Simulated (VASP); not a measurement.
Here is a VASP 6.6.1 calculation.

The input INCAR:

```
SYSTEM = Rb2BrCl
ALGO = Normal
EDIFF = 1E-7
ENCUT = 520
GGA = PE
ISIF = 2
ISMEAR = 0
LASPH = .True.
LCHARG = .False.
LREAL = .False.
LWAVE = .False.
NBANDS = 24
NELM = 60
PREC = Accurate
SIGMA = 0.01
```

Contents of KPOINTS:

```
k-points
0
Gamma
  6 6 6
  0 0 0
```

File POSCAR:

```
Rb2BrCl
1.0
    2.3904423025      1.3801225068      7.8205420482
   -2.3904423025      1.3801225068      7.8205420482
    0.0000000000     -2.7602450136      7.8205420482
Cl Br Rb
1 1 2
Direct
    1.0000000000      0.0000000000      0.0000000000
    0.5000000000      0.5000000000      0.5000000000
    0.2539867085      0.2539867085      0.2539867085
    0.7460132915      0.7460132915      0.7460132915
```

Potentials or basis: VASP PAW PBE potentials, release 64 (Cl, Br, Rb_sv).

Command:

```console
$ cat potpaw_PBE.64/Cl/POTCAR potpaw_PBE.64/Br/POTCAR potpaw_PBE.64/Rb_sv/POTCAR > POTCAR
$ mpirun -np 1 vasp_std > vasp.out
```

Problem. Estimate the largest force.

Solution. 0.007 eV/Å.

Problem. Estimate the pressure.

Solution. 0.6 GPa.

Problem. Predict the band gap on the k mesh.

Solution. 4.44 eV, direct.

Forces on the atoms (eV/Å):
```
Cl   0.000  0.000  0.000
Br   0.000  0.000  0.000
Rb   0.000  0.000 -0.007
Rb   0.000  0.000  0.007
```

A k mesh can miss the band edges. PBE gaps usually lie below the measured ones, often by a third to a half.
